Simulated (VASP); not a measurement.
# ZnS (P2_1) in VASP: notebook

The runs below take ZnS through single point, with r2SCAN.

All numbers are computed with VASP 6.6.1; they aren't measurements. Logs are shortened: lines on timing, memory, paths and dates and some standing lists are left out, and cuts for length are marked.

## Step 1: The cell of the first run

It takes space group P2_1 (No. 4, monoclinic). The conventional cell has a = 3.811 Å, b = 6.234 Å, c = 3.811 Å, α = 90.00°, β = 120.00°, γ = 90.00°. Within 3.0 Å of Zn (site symmetry 1) lie 4 S at 2.29 to 2.44 Å. S (site symmetry 1) has 4 Zn at 2.29 to 2.44 Å within 3.0 Å.

## Step 2: Single point, r2SCAN (atoms displaced along a vibrational mode)

The input, POSCAR:

```
ZnS
1.0
    3.8109987816      0.0000000000      0.0000000000
   -1.9054993908      3.3004217586      0.0000000000
    0.0000000000      0.0000000000      6.2340000000
Zn S
2 2
Direct
    0.3991834964      0.7148723317      0.0000000000
    0.6008165036      0.2851276683      0.5000000000
    0.2781316237      0.6262562105      0.3850000000
    0.7218683763      0.3737437895      0.8850000000
```

The input, INCAR.step1:

```
ALGO     = Normal         # electronic algorithm
EDIFF    = 1E-4           # SCF threshold, eV
ENCUT    = 520            # plane-wave cutoff, eV
GGA      = PE             # functional
ISMEAR   = 0              # smearing method
LASPH    = T              # aspherical terms in the spheres
LCHARG   = F              # write CHGCAR
LREAL    = F              # projectors in reciprocal space
LWAVE    = T              # write WAVECAR
NBANDS   = 26             # bands
NELM     = 100            # most SCF steps
PREC     = Accurate       # precision mode
SIGMA    = 0.05           # smearing width, eV
```

The input, INCAR.step2:

```
ALGO     = Normal         # electronic algorithm
EDIFF    = 1E-6           # SCF threshold, eV
ENCUT    = 520            # plane-wave cutoff, eV
ISIF     = 2              # what is computed and relaxed
ISMEAR   = 0              # smearing method
ISTART   = 1            
LASPH    = T              # aspherical terms in the spheres
LCHARG   = T              # write CHGCAR
LELF     = T              # ELF
LMIXTAU  = T            
LREAL    = F              # projectors in reciprocal space
LVHAR    = T            
LWAVE    = F              # write WAVECAR
METAGGA  = R2SCAN         # meta-GGA
NBANDS   = 26             # bands
NELM     = 100            # most SCF steps
PREC     = Accurate       # precision mode
SIGMA    = 0.05           # smearing width, eV
```

The input, KPOINTS:

```
k-points
0
Gamma
  6 6 4
```

Potentials or basis: VASP PAW PBE potentials, release 64 (Zn, S).

Run with:

```sh
$ cat potpaw_PBE.64/Zn/POTCAR potpaw_PBE.64/S/POTCAR > POTCAR
$ cp INCAR.step1 INCAR
$ mpirun -np 1 vasp_std > vasp.out
$ cp INCAR.step2 INCAR
$ mpirun -np 1 vasp_std > vasp.out
```

OUTCAR:

```text
EDIFF = 1E-6
   ENCUT = 520
   ISIF = 2
   ISMEAR = 0
   ISTART = 1
   LASPH = T
   LREAL = F
   METAGGA = R2SCAN
   NELM = 100
   PREC = Accurate

 ion  position               nearest neighbor table
   1  0.399  0.715  0.000-   4 2.29   4 2.31   4 2.35   3 2.44
   2  0.601  0.285  0.500-   3 2.29   3 2.31   3 2.35   4 2.44
   3  0.278  0.626  0.385-   2 2.29   2 2.31   2 2.35   1 2.44
   4  0.722  0.374  0.885-   1 2.29   1 2.31   1 2.35   2 2.44

  LATTYP: Found a hexagonal cell.
 ALAT       =     3.8109987816
 C/A-ratio  =     1.6357916539

  Lattice vectors:

 A1 = (   3.8109987816,   0.0000000000,   0.0000000000)
 A2 = (  -1.9054993908,   3.3004217586,   0.0000000000)
 A3 = (   0.0000000000,   0.0000000000,   6.2340000000)

Analysis of symmetry for initial positions (statically):
=====================================================================
 Subroutine PRICEL returns:
 Original cell was already a primitive cell.

 Routine SETGRP: Setting up the symmetry group for a
 hexagonal supercell.

 Subroutine GETGRP returns: Found  2 space group operations
 (whereof  1 operations were pure point group operations)
 out of a pool of 24 trial point group operations.

The static configuration has the point symmetry C_1 .
 The point group associated with its full space group is C_2 .

Analysis of symmetry for dynamics (positions and initial velocities):
=====================================================================
 Subroutine PRICEL returns:
 Original cell was already a primitive cell.

 Routine SETGRP: Setting up the symmetry group for a
 hexagonal supercell.

 Subroutine GETGRP returns: Found  2 space group operations
 (whereof  1 operations were pure point group operations)
 out of a pool of 24 trial point group operations.

The dynamic configuration has the point symmetry C_1 .
 The point group associated with its full space group is C_2 .

 Subroutine INISYM returns: Found  2 space group operations
 (whereof  1 operations are pure point group operations),
 and found     1 'primitive' translations

----------------------------------------------------------------------------------------

                                     Primitive cell

  volume of cell :      78.4106

  direct lattice vectors                    reciprocal lattice vectors
     3.810998782  0.000000000  0.000000000     0.262398405  0.151495789  0.000000000
    -1.905499391  3.300421759  0.000000000     0.000000000  0.302991579  0.000000000
     0.000000000  0.000000000  6.234000000     0.000000000  0.000000000  0.160410651

  length of vectors
     3.810998782  3.810998782  6.234000000     0.302991579  0.302991579  0.160410651

  position of ions in fractional coordinates (direct lattice)
     0.399183496  0.714872332  0.000000000
     0.600816504  0.285127668  0.500000000
     0.278131624  0.626256211  0.385000000
     0.721868376  0.373743789  0.885000000

  ion indices of the primitive-cell ions
   primitive index   ion index
                 1           1
                 2           2
                 3           3
                 4           4

----------------------------------------------------------------------------------------

 KPOINTS: k-points

Automatic generation of k-mesh.
 Grid dimensions read from file:
 generate k-points for:    6    6    4

 Generating k-lattice:

  Cartesian coordinates                     Fractional coordinates (reciprocal lattice)
     0.043733067  0.025249298  0.000000000     0.166666667  0.000000000  0.000000000
     0.000000000  0.050498596  0.000000000     0.000000000  0.166666667  0.000000000
     0.000000000  0.000000000  0.040102663     0.000000000  0.000000000  0.250000000

  Length of vectors
     0.050498596  0.050498596  0.040102663

  Shift w.r.t. Gamma in fractional coordinates (k-lattice)
     0.000000000  0.000000000  0.000000000

 Subroutine IBZKPT returns following result:
 ===========================================

 Found     60 irreducible k-points:

 Following reciprocal coordinates:
            Coordinates               Weight
  0.000000  0.000000  0.000000      1.000000
  0.166667  0.000000  0.000000      2.000000
  0.000000  0.166667  0.000000      2.000000
 -0.166667  0.166667  0.000000      2.000000
  0.333333  0.000000  0.000000      2.000000
  0.000000  0.333333  0.000000      2.000000
[... 16 lines left out ...]
  0.000000  0.166667  0.250000      4.000000
 -0.166667  0.166667  0.250000      4.000000
 [... further k-points ...]
   k-points           NKPTS =     60   k-points in BZ     NKDIM =     60   number of bands    NBANDS=     26
   number of dos      NEDOS =    301   number of ions     NIONS =      4
   total plane-waves  NPLWV =  37632
   dimension x,y,z NGX =    28 NGY =   28 NGZ =   48
   dimension x,y,z NGXF=    56 NGYF=   56 NGZF=   96
   ions per type =               2   2
   NGX,Y,Z   is equivalent  to a cutoff of  12.21, 12.21, 12.80 a.u.
   NGXF,Y,Z  is equivalent  to a cutoff of  24.43, 24.43, 25.60 a.u.
 SYSTEM =  unknown system
   PREC   = accura    normal or accurate (medium, high low for compatibility)
   ISTART =      1    job   : 0-new  1-cont  2-samecut
   ICHARG =      0    charge: 1-file 2-atom 10-const
   ISPIN  =      1    spin polarized calculation?
   LNONCOLLINEAR =      F non collinear calculations
   LSORBIT =      F    spin-orbit coupling
   LASPH  =      T    aspherical Exc in radial PAW
   ENCUT  =  520.0 eV  38.22 Ry    6.18 a.u.   7.09  7.09 11.59*2*pi/ulx,y,z
   NELM   =    100;   NELMIN=  2; NELMDL=  0     # of ELM steps
   EDIFF  = 0.1E-05   stopping-criterion for ELM
   LREAL  =      F    real-space projection
   EDIFFG = 0.1E-04   stopping-criterion for IOM
   NSW    =      0    number of steps for IOM
   IBRION =     -1    ionic relax: 0-MD 1-quasi-New 2-CG
   NFREE  =      0    steps in history (QN), initial steepest desc. (CG)
   ISIF   =      2    stress and relaxation
   ISYM   =      2    0-nonsym 1-usesym 2-fastsym
   POTIM  = 0.5000    time-step for ionic-motion
   TEBEG  =    0.0;   TEEND  =   0.0 temperature during run
   PSTRESS=    0.0 pullay stress
   NELECT =      36.0000    total number of electrons
   NUPDOWN=      -1.0000    fix difference up-down
   EMIN   =  10.00;   EMAX   =-10.00  energy-range for DOS
   EFERMI =   0.00;   METHOD = LEGACY
   ISMEAR =     0;   SIGMA  =   0.05  broadening in eV -4-tet -1-fermi 0-gaus
   EFERMI_NEDOS =   21; number of points for ismear=-14 and -15
   IALGO  =     38    algorithm
   IMIX   =      4    mixing-type and parameters
     AMIX     =   0.40;   BMIX     =  1.00
     AMIX_MAG =   1.60;   BMIX_MAG =  1.00
  volume/ion in A,a.u.               =      19.60       132.29
  Fermi-wavevector in a.u.,A,eV,Ry     =   1.262944  2.386617 21.701656  1.595027
  Thomas-Fermi vector in A             =   2.396326
   LORBIT       =      0    0 simple, 1 ext, 2 COOP (PROOUT), +10 PAW based schemes
   METAGGA = R2SCAN    functional components
   LHFCALC =     F    Hartree Fock is set to
   AEXX    =    0.0000 exact exchange contribution
   IVDW    =     0    specifies the selected vdW correction
   LEPSILON=     F    determine dielectric tensor
   LRPA    =     F    only Hartree local field effects (RPA)
 non-spin polarized calculation
 Gauss-broadening in eV      SIGMA  =   0.05
  energy-cutoff  :      520.00
  volume of cell :       78.41
 maximum number of plane-waves:      2133
   NGX = 15   NGY = 15   NGZ = 23

 number of electron      35.9999987 magnetization

 Free energy of the ion-electron system (eV)
  ---------------------------------------------------
  ext. energy  EPLUGINS =         0.00000000
  ---------------------------------------------------
  free energy    TOTEN  =       -37.59958723 eV

  energy without entropy =      -37.59958723  energy(sigma->0) =      -37.59958723

 E-fermi :   2.1777     XC(G=0): -10.3164

 val. band max:        1.9406047440   @ k =   0.0000   0.0000   0.0000
 cond. band min:       4.6378691975   @ k =   0.0000   0.0000   0.0000
 fundamental gap:      2.6972644535
 Fermi energy:         2.1777456150

 k-point     1 :       0.0000    0.0000    0.0000
  band No.  band energies     occupation
      1     -11.8186      2.00000
      2     -10.8657      2.00000
      3      -4.6929      2.00000
      4      -4.6383      2.00000
      5      -4.5947      2.00000
      6      -4.5652      2.00000
[... 18 lines left out ...]
     25      10.2960      0.00000
     26      11.2419      0.00000

 k-point     2 :       0.1667    0.0000    0.0000
  band No.  band energies     occupation
      1     -11.6257      2.00000
      2     -10.7659      2.00000
      3      -4.6528      2.00000
      4      -4.6167      2.00000
      5      -4.5811      2.00000
      6      -4.5238      2.00000
[... 18 lines left out ...]
     25      10.6868      0.00000
     26      10.7379      0.00000

 k-point     3 :       0.0000    0.1667    0.0000
  band No.  band energies     occupation
      1     -11.6304      2.00000
      2     -10.7525      2.00000
      3      -4.6920      2.00000
      4      -4.6127      2.00000
      5      -4.5538      2.00000
      6      -4.5147      2.00000
[... 18 lines left out ...]
     25      10.2898      0.00000
     26      10.9649      0.00000

 k-point     4 :      -0.1667    0.1667    0.0000
  band No.  band energies     occupation
      1     -11.6298      2.00000
      2     -10.7559      2.00000
      3      -4.6865      2.00000
      4      -4.6064      2.00000
      5      -4.5640      2.00000
      6      -4.5196      2.00000
[... 18 lines left out ...]
     25      10.3606      0.00000
     26      10.9751      0.00000
[... 496 lines left out ...]
      1     -11.5140      2.00000
      2     -10.9084      2.00000
      3      -4.6360      2.00000
      4      -4.6147      2.00000
      5      -4.5849      2.00000
      6      -4.5392      2.00000
[... 18 lines left out ...]
     25      10.3976      0.00000
     26      10.6619      0.00000

 k-point    23 :       0.0000    0.1667    0.2500
  band No.  band energies     occupation
      1     -11.5170      2.00000
      2     -10.8989      2.00000
      3      -4.6823      2.00000
      4      -4.6115      2.00000
      5      -4.5555      2.00000
      6      -4.5341      2.00000
[... 18 lines left out ...]
     25      10.5424      0.00000
     26      10.6695      0.00000

 k-point    24 :      -0.1667    0.1667    0.2500
  band No.  band energies     occupation
      1     -11.5167      2.00000
      2     -10.9014      2.00000
      3      -4.6749      2.00000
      4      -4.6025      2.00000
      5      -4.5672      2.00000
      6      -4.5404      2.00000
[... 18 lines left out ...]
     25      10.5332      0.00000
     26      10.7686      0.00000

 [... further k-points ...]
[... 5 lines left out ...]
  --------------------------------------------------------------------------------------
  -------------------------------------------------------------------------------------
  Total        0.4218887      0.1950632     -0.8122901      0.0006491      0.0000000      0.0000000
  in kB        8.6205201      3.9857568    -16.5976535      0.0132630      0.0000000      0.0000000
  external PRESSURE =      -1.3304589 kB  Pullay stress =       0.0000000 kB

 VOLUME and BASIS-vectors are now :
 -----------------------------------------------------------------------------
  energy-cutoff  :      520.00
  volume of cell :       78.41
      direct lattice vectors                 reciprocal lattice vectors
     3.810998782  0.000000000  0.000000000     0.262398405  0.151495789  0.000000000
    -1.905499391  3.300421759  0.000000000     0.000000000  0.302991579  0.000000000
     0.000000000  0.000000000  6.234000000     0.000000000  0.000000000  0.160410651

 POSITION                                       TOTAL-FORCE (eV/Angst)
 -----------------------------------------------------------------------------------
      0.15910      2.35938      0.00000        -0.199390     -0.213813      0.384119
      1.74640      0.94104      3.11700         0.199390      0.213813      0.384119
     -0.13337      2.06691      2.40009         0.134752      0.100532     -0.384119
      2.03887      1.23351      5.51709        -0.134752     -0.100532     -0.384119
 -----------------------------------------------------------------------------------
    total drift:                               -0.000000     -0.000000      0.009240

  FREE ENERGIE OF THE ION-ELECTRON SYSTEM (eV)
  ---------------------------------------------------
  free  energy   TOTEN  =       -37.5995872345 eV

  energy  without entropy=      -37.5995872345  energy(sigma->0) =      -37.59958723
```

It took 3.1 min on 1 thread of Intel Xeon 6975P-C (Granite Rapids), shared host; peak memory 0.27 GiB.

Results:

```yaml
Free_energy: -37.5996 eV
Pressure: -0.1 GPa
Largest_force: 0.483 eV/Å
Band_gap_on_the_k_mesh: 2.70 eV
```

Forces on the atoms (eV/Å):
```
Zn  -0.199 -0.214  0.384
Zn   0.199  0.214  0.384
S    0.135  0.101 -0.384
S   -0.135 -0.101 -0.384
```

Stress tensor (GPa, compression positive):
```
 0.86  0.00  0.00
 0.00  0.40  0.00
 0.00  0.00 -1.66
```

Caveat: the cell differs from its parent crystal (atoms displaced along a vibrational mode); the PAW data sets were made with another functional, which shifts forces and pressure a little.

[end of part 1 of 2]
